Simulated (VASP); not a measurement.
# Rb (Cmce) in VASP: relaxation of cell and atoms with PBE

Aim: the relaxation of cell and atoms of Rb with PBE.

All numbers are computed with VASP 6.6.1; they aren't measurements. Logs are shortened: lines on timing, memory, paths and dates and some standing lists are left out, and cuts for length are marked.

## 1. The cell of the first run

Symmetry: Cmce, No. 64, orthorhombic system. The conventional cell has a = 5.564 Å, b = 17.133 Å, c = 7.993 Å, α = 90.00°, β = 90.00°, γ = 90.00°.

## 2. Relaxation of cell and atoms, PBE

Input file INCAR:

```
PREC = Accurate
ENCUT = 500
EDIFF = 1E-7
ISMEAR = 0
SIGMA = 0.1
LREAL = F
LASPH = T
NELM = 120
ALGO = Normal
ISIF = 3
LWAVE = F
LCHARG = F
GGA = PE
IBRION = 2
NSW = 100
EDIFFG = -0.01
GGA_COMPAT = F
NELMIN = 4
KPAR = 4
```

Input file KPOINTS:

```
regular mesh
0
Gamma
  10 10 6
```

Input file POSCAR:

```
Rb
1.0
    2.7820937693     -8.5662766981      0.0000000000
    2.7820937693      8.5662766981      0.0000000000
    0.0000000000      0.0000000000      7.9930355918
Rb
4
Direct
    0.1357592867      0.8642407133      0.0032777120
    0.6357592867      0.3642407133      0.4967222880
    0.8642407133      0.1357592867      0.9967222880
    0.3642407133      0.6357592867      0.5032777120
```

Potentials or basis: VASP PAW PBE potentials, release 64 (Rb_sv).

Started as:

```sh
cat potpaw_PBE.64/Rb_sv/POTCAR > POTCAR
mpirun -np 4 vasp_std > vasp.out
```

OUTCAR:

```text
PREC = Accurate
   ENCUT = 500
   EDIFF = 1E-7
   ISMEAR = 0
   LREAL = F
   LASPH = T
   NELM = 120
   ISIF = 3
   GGA = PE
   IBRION = 2
   NSW = 100
   EDIFFG = -0.01
   NELMIN = 4

 ion  position               nearest neighbor table
   1  0.136  0.864  0.003-   3 4.65   3 4.80   3 4.80   2 4.83   2 4.83   2 4.91   2 4.91   4 5.59
                             4 5.59
   2  0.636  0.364  0.497-   4 4.65   4 4.80   4 4.80   1 4.83   1 4.83   1 4.91   1 4.91   3 5.59
                             3 5.59
   3  0.864  0.136  0.997-   1 4.65   1 4.80   1 4.80   4 4.83   4 4.83   4 4.91   4 4.91   2 5.59
                             2 5.59
   4  0.364  0.636  0.503-   2 4.65   2 4.80   2 4.80   3 4.83   3 4.83   3 4.91   3 4.91   1 5.59
                             1 5.59

  LATTYP: Found a base centered orthorhombic cell.
 ALAT       =     5.5641875386
 B/A-ratio  =     3.0790754764
 C/A-ratio  =     1.4365144123

  Lattice vectors:

 A1 = (   2.7820937693,  -8.5662766981,   0.0000000000)
 A2 = (   2.7820937693,   8.5662766981,   0.0000000000)
 A3 = (   0.0000000000,   0.0000000000,   7.9930355918)

Analysis of symmetry for initial positions (statically):
=====================================================================
 Subroutine PRICEL returns:
 Original cell was already a primitive cell.

 Routine SETGRP: Setting up the symmetry group for a
 base centered orthorhombic supercell.

 Subroutine GETGRP returns: Found  8 space group operations
 (whereof  4 operations were pure point group operations)
 out of a pool of  8 trial point group operations.

The static configuration has the point symmetry C_2h.
 The point group associated with its full space group is D_2h.

Analysis of symmetry for dynamics (positions and initial velocities):
=====================================================================
 Subroutine PRICEL returns:
 Original cell was already a primitive cell.

 Routine SETGRP: Setting up the symmetry group for a
 base centered orthorhombic supercell.

 Subroutine GETGRP returns: Found  8 space group operations
 (whereof  4 operations were pure point group operations)
 out of a pool of  8 trial point group operations.

The dynamic configuration has the point symmetry C_2h.
 The point group associated with its full space group is D_2h.

 Subroutine INISYM returns: Found  8 space group operations
 (whereof  4 operations are pure point group operations),
 and found     1 'primitive' translations

----------------------------------------------------------------------------------------

                                     Primitive cell

  volume of cell :     380.9830

  direct lattice vectors                    reciprocal lattice vectors
     2.782093769 -8.566276698  0.000000000     0.179720758 -0.058368416  0.000000000
     2.782093769  8.566276698  0.000000000     0.179720758  0.058368416  0.000000000
     0.000000000  0.000000000  7.993035592     0.000000000  0.000000000  0.125108914

  length of vectors
     9.006727608  9.006727608  7.993035592     0.188961432  0.188961432  0.125108914

  position of ions in fractional coordinates (direct lattice)
     0.135759287  0.864240713  0.003277712
     0.635759287  0.364240713  0.496722288
     0.864240713  0.135759287  0.996722288
     0.364240713  0.635759287  0.503277712

  ion indices of the primitive-cell ions
   primitive index   ion index
                 1           1
                 2           2
                 3           3
                 4           4

----------------------------------------------------------------------------------------

 KPOINTS: regular mesh

Automatic generation of k-mesh.
 Grid dimensions read from file:
 generate k-points for:   10   10    6

 Generating k-lattice:

  Cartesian coordinates                     Fractional coordinates (reciprocal lattice)
     0.017972076 -0.005836842  0.000000000     0.100000000  0.000000000  0.000000000
     0.017972076  0.005836842  0.000000000     0.000000000  0.100000000  0.000000000
     0.000000000  0.000000000  0.020851486     0.000000000  0.000000000  0.166666667

  Length of vectors
     0.018896143  0.018896143  0.020851486

  Shift w.r.t. Gamma in fractional coordinates (k-lattice)
     0.000000000  0.000000000  0.000000000

 Subroutine IBZKPT returns following result:
 ===========================================

 Found    124 irreducible k-points:

 Following reciprocal coordinates:
            Coordinates               Weight
  0.000000  0.000000  0.000000      1.000000
  0.100000 -0.000000  0.000000      4.000000
  0.200000 -0.000000  0.000000      4.000000
  0.300000  0.000000  0.000000      4.000000
  0.400000  0.000000  0.000000      4.000000
  0.500000 -0.000000  0.000000      2.000000
[... 16 lines left out ...]
  0.300000  0.300000  0.000000      2.000000
  0.400000  0.300000  0.000000      4.000000
 [... further k-points ...]
   k-points           NKPTS =    124   k-points in BZ     NKDIM =    124   number of bands    NBANDS=     22
   number of dos      NEDOS =    301   number of ions     NIONS =      4
   total plane-waves  NPLWV = 294000
   dimension x,y,z NGX =    70 NGY =   70 NGZ =   60
   dimension x,y,z NGXF=   140 NGYF=  140 NGZF=  120
   ions per type =               4
   NGX,Y,Z   is equivalent  to a cutoff of  12.92, 12.92, 12.48 a.u.
   NGXF,Y,Z  is equivalent  to a cutoff of  25.84, 25.84, 24.96 a.u.
 SYSTEM =  unknown system
   PREC   = accura    normal or accurate (medium, high low for compatibility)
   ISTART =      0    job   : 0-new  1-cont  2-samecut
   ICHARG =      2    charge: 1-file 2-atom 10-const
   ISPIN  =      1    spin polarized calculation?
   LNONCOLLINEAR =      F non collinear calculations
   LSORBIT =      F    spin-orbit coupling
   LASPH  =      T    aspherical Exc in radial PAW
   ENCUT  =  500.0 eV  36.75 Ry    6.06 a.u.  16.42 16.42 14.57*2*pi/ulx,y,z
   NELM   =    120;   NELMIN=  4; NELMDL= -5     # of ELM steps
   EDIFF  = 0.1E-06   stopping-criterion for ELM
   LREAL  =      F    real-space projection
   EDIFFG = -.1E-01   stopping-criterion for IOM
   NSW    =    100    number of steps for IOM
   IBRION =      2    ionic relax: 0-MD 1-quasi-New 2-CG
   NFREE  =      1    steps in history (QN), initial steepest desc. (CG)
   ISIF   =      3    stress and relaxation
   ISYM   =      2    0-nonsym 1-usesym 2-fastsym
   POTIM  = 0.5000    time-step for ionic-motion
   TEBEG  =    0.0;   TEEND  =   0.0 temperature during run
   PSTRESS=    0.0 pullay stress
   NELECT =      36.0000    total number of electrons
   NUPDOWN=      -1.0000    fix difference up-down
   EMIN   =  10.00;   EMAX   =-10.00  energy-range for DOS
   EFERMI =   0.00;   METHOD = LEGACY
   ISMEAR =     0;   SIGMA  =   0.10  broadening in eV -4-tet -1-fermi 0-gaus
   EFERMI_NEDOS =   21; number of points for ismear=-14 and -15
   IALGO  =     38    algorithm
   IMIX   =      4    mixing-type and parameters
     AMIX     =   0.40;   BMIX     =  1.00
     AMIX_MAG =   1.60;   BMIX_MAG =  1.00
  volume/ion in A,a.u.               =      95.25       642.75
  Fermi-wavevector in a.u.,A,eV,Ry     =   0.745659  1.409092  7.564946  0.556008
  Thomas-Fermi vector in A             =   1.841298
   LORBIT       =      0    0 simple, 1 ext, 2 COOP (PROOUT), +10 PAW based schemes
   GGA     = PE    functional components
   LHFCALC =     F    Hartree Fock is set to
   AEXX    =    0.0000 exact exchange contribution
   IVDW    =     0    specifies the selected vdW correction
   LEPSILON=     F    determine dielectric tensor
   LRPA    =     F    only Hartree local field effects (RPA)
 conjugate gradient relaxation of ions
 non-spin polarized calculation
 Gauss-broadening in eV      SIGMA  =   0.10
  energy-cutoff  :      500.00
  volume of cell :      380.98
 maximum number of plane-waves:      9718
 NGX is ok and might be reduce to    70
   NGX = 33   NGY = 33   NGZ = 29

--------------------------------------- Ionic step        1  -------------------------------------------

 number of electron      35.9999999 magnetization

 Free energy of the ion-electron system (eV)
  ---------------------------------------------------
  ext. energy  EPLUGINS =         0.00000000
  ---------------------------------------------------
  free energy    TOTEN  =        -3.61263689 eV

  energy without entropy =       -3.59385300  energy(sigma->0) =       -3.60324494

------------------------ aborting loop because EDIFF is reached ----------------------------------------

  FORCE on cell =-STRESS in cart. coord.  units (eV):
  Direction    XX          YY          ZZ          XY          YZ          ZX
  --------------------------------------------------------------------------------------
  -------------------------------------------------------------------------------------
  Total       -0.3298044      0.1756008      0.0233271      0.0000000      0.0000000      0.0000000
  in kB       -1.3869520      0.7384676      0.0980994      0.0000000      0.0000000      0.0000000
  external PRESSURE =      -0.1834617 kB  Pullay stress =       0.0000000 kB
[... 95 lines left out ...]
  FREE ENERGIE OF THE ION-ELECTRON SYSTEM (eV)
  ---------------------------------------------------
  free  energy   TOTEN  =        -3.6194090904 eV

  energy  without entropy=       -3.6007863453  energy(sigma->0) =       -3.61009772

 E-fermi :   0.0039     XC(G=0):  -5.4414

 val. band max:        0.0037396570   @ k =   0.4000   0.2000   0.5000
 cond. band min:       0.0151336084   @ k =   0.5000   0.2000   0.3333
 fundamental gap:      0.0113939514
 Fermi energy:         0.0038554041

 k-point     1 :       0.0000    0.0000    0.0000
  band No.  band energies     occupation
      1     -28.9359      2.00000
      2     -28.9324      2.00000
      3     -28.9299      2.00000
      4     -28.9267      2.00000
      5     -13.0947      2.00000
      6     -13.0770      2.00000
[... 589 lines left out ...]
     21       1.2871      0.00000
     22       1.3130      0.00000

 [... further k-points ...]

[... ionic steps 4 to 10 ...]

--------------------------------------- Ionic step       11  -------------------------------------------

 number of electron      36.0000000 magnetization

------------------------ aborting loop because EDIFF is reached ----------------------------------------
[... 71 lines left out ...]
--------------------------------------- Ionic step       13  -------------------------------------------

 number of electron      36.0000000 magnetization

 Free energy of the ion-electron system (eV)
  ---------------------------------------------------
  ext. energy  EPLUGINS =         0.00000000
  ---------------------------------------------------
  free energy    TOTEN  =        -3.63702226 eV

  energy without entropy =       -3.61861790  energy(sigma->0) =       -3.62782008

 E-fermi :  -0.0465     XC(G=0):  -5.3895

 val. band max:       -0.0547959943   @ k =  -0.4000   0.2000   0.5000
 cond. band min:      -0.0451774934   @ k =   0.5000  -0.0000   0.3333
 fundamental gap:      0.0096185009
 Fermi energy:        -0.0465062742

 k-point     1 :       0.0000    0.0000    0.0000
  band No.  band energies     occupation
      1     -29.0032      2.00000
      2     -28.9990      2.00000
      3     -28.9988      2.00000
      4     -28.9950      2.00000
      5     -13.1533      2.00000
      6     -13.1420      2.00000
[... 589 lines left out ...]
     21       1.1312      0.00000
     22       1.2073      0.00000

 [... further k-points ...]
[... 5 lines left out ...]
  --------------------------------------------------------------------------------------
  -------------------------------------------------------------------------------------
  Total       -0.0349269      0.0094241     -0.0216116      0.0000000      0.0000000      0.0000000
  in kB       -0.1492885      0.0402817     -0.0923750      0.0000000      0.0000000      0.0000000
  external PRESSURE =      -0.0671273 kB  Pullay stress =       0.0000000 kB
[... 19 lines left out ...]
  FREE ENERGIE OF THE ION-ELECTRON SYSTEM (eV)
  ---------------------------------------------------
  free  energy   TOTEN  =        -3.6370222591 eV

  energy  without entropy=       -3.6186179034  energy(sigma->0) =       -3.62782008

 reached required accuracy - stopping structural energy minimisation
```

It took 49 min on 4 MPI ranks of Intel Xeon Platinum 8259CL at 2.50GHz (Skylake/Cascade Lake), shared host; peak memory 1.2 GiB.

Results:

- Free energy: -3.6370 eV
- Relaxed volume: 93.71 Å³/atom
- Relaxed cell: a = 9.138 Å, b = 9.138 Å, c = 8.308 Å, α = 90.00°, β = 90.00°, γ = 147.30°
- Space group after relaxing (to 0.1 Å): Fmmm (No. 69)
- Energy gained by relaxing: 6.1 meV/atom
- Ionic steps: 13
- Pressure after relaxing: 0.0 GPa
- Band gap on the k mesh: zero (bands 18 and 19 overlap by 1.31 eV)

The path:
```
step  energy change (eV)  largest force (eV/Å)  pressure (GPa)  volume (Å³)
   1              0.0000                0.0311           -0.02       380.98
   2             -0.0018                0.0315           -0.02       380.38
   3             -0.0068                0.0325           -0.01       378.52
   4             -0.0135                0.0341            0.02       374.63
   5             -0.0099                0.0362            0.08       366.09
   6             -0.0151                0.0348            0.04       371.80
   7             -0.0186                0.0308            0.02       374.07
   8             -0.0218                0.0201           -0.03       380.54
   9             -0.0220                0.0223           -0.02       379.18
  10             -0.0232                0.0194           -0.01       376.19
  11             -0.0236                0.0164            0.01       373.47
  12             -0.0241                0.0110            0.00       373.95
  13             -0.0244                0.0011           -0.01       374.84
```

Final structure:
```
Rb
1.0
     2.57264   -8.76846    0.00000
     2.57264    8.76846    0.00000
     0.00000    0.00000    8.30828
Rb
4
Direct
  0.13162 0.86838 0.99989
  0.63162 0.36838 0.50011
  0.86838 0.13162 0.00011
  0.36838 0.63162 0.49989
```
